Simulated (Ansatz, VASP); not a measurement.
**One calculation of K4CuPb, two programs**

```
K Cu Pb
1.0
     0.00000    5.02143    5.02143
     5.02143    0.00000    5.02143
     5.02143    5.02143    0.00000
K Cu Pb
4 1 1
Direct
  0.62520 0.62520 0.12439
  0.62520 0.12439 0.62520
  0.12439 0.62520 0.62520
  0.62520 0.62520 0.62520
  0.00000 0.00000 0.00000
  0.25000 0.25000 0.25000
```

Change from the starting cell: species swapped into the ErCu4Ag type (F-43m, No. 216).

Alike in both runs: functional PBE; k mesh 8 × 8 × 8; occupations gaussian, width 0.1 eV; no spin polarisation.

Ansatz relaxed the structure, and its values are those at the end. VASP's run is a single point on that final structure, the one shown.

|  | VASP | Ansatz |
| --- | --- | --- |
| version | VASP 6.6.1 | Ansatz 0.2.0 |
| potentials or method | VASP PAW PBE potentials, release 64 (K_sv, Cu, Pb_d), cutoff 520 eV | scalar-relativistic, plane waves, PAW |
| valence electrons in the cell | 61 | 69 |

Ansatz gave:

- gap on the k mesh at the Fermi level (eV): none
- pressure (GPa): 0.0
- rms of the force components (eV/Å): 0.003

Q: Which values does VASP return?

A: gap on the k mesh at the Fermi level (eV): none; pressure (GPa): 0.0; rms of the force components (eV/Å): 0.007.

A gap of «none» marks a metal or a gap that the smearing closes. The functional is the same, so the differences come from potentials, cutoffs and numerics. VASP's potentials hold 61 valence electrons a cell and Ansatz's 69, so a difference there can come from the potentials and not from the codes.

Neither program's run includes spin-orbit coupling.
